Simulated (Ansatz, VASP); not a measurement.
# One calculation of InAs, two programs

Contents of POSCAR:

```
InAs
1.0
    0.0000000000      3.0237350231      3.0237350231
    3.0237350231      0.0000000000      3.0237350231
    3.0237350231      3.0237350231      0.0000000000
In As
1 1
Direct
    0.0000000000      0.0000000000      0.0000000000
    0.2500000000      0.2500000000      0.2500000000
```

Contents of INCAR.step1:

```
SYSTEM = InAs
PREC = Accurate
ENCUT = 560
ISMEAR = -1
SIGMA = 0.02
LREAL = .FALSE.
LASPH = .TRUE.
NELM = 120
NBANDS = 21
GGA = PE
ALGO = Normal
EDIFF = 1E-5
LWAVE = .TRUE.
LCHARG = .FALSE.
GGA_COMPAT = .FALSE.
```

The input INCAR.step2:

```
SYSTEM = InAs
PREC = Accurate
ENCUT = 560
EDIFF = 1E-6
ISMEAR = -1
SIGMA = 0.02
LREAL = .FALSE.
LASPH = .TRUE.
NELM = 120
ALGO = Normal
ISIF = 2
LWAVE = .FALSE.
LCHARG = .FALSE.
METAGGA = R2SCAN
LMIXTAU = .TRUE.
NBANDS = 21
ISTART = 1
GGA_COMPAT = .FALSE.
```

File KPOINTS:

```
Automatic mesh
0
G
  6 6 6
  0 0 0
```

Input for Ansatz:

```yaml
crystal:
  lattice:
    - [0.0, 3.0237350231, 3.0237350231]
    - [3.0237350231, 0.0, 3.0237350231]
    - [3.0237350231, 3.0237350231, 0.0]
  atoms:
    - { symbol: In, position: [0.0, 0.0, 0.0] }
    - { symbol: As, position: [0.25, 0.25, 0.25] }
kpoints:
  mp_grid: { grid: [6, 6, 6] }
hamiltonian:
  xc: r2scan
scf:
  occupations: { method: fermi_dirac, width: 0.02 }
  n_extra_bands: 4
output:
  forces: true
  stress: true
  eigenvalues: true
```

Alike in both runs: task single point; functional r2SCAN; k mesh 6 × 6 × 6; occupations fermi-dirac, width 0.02 eV; no spin polarisation.

```csv
,VASP,Ansatz
version,VASP 6.6.1,Ansatz 0.2.0
potentials or method,"VASP PAW PBE potentials, release 64 (In_d, As_d)","plane waves, PAW"
plane-wave cutoff (eV),560,500
valence electrons in the cell,28,28
```

|  | VASP | Ansatz | Ansatz less VASP |
| --- | --- | --- | --- |
| pressure (GPa) | 1.9 | 1.9 | -0.01 |

VASP's potentials were made for PBE, not for r2SCAN.
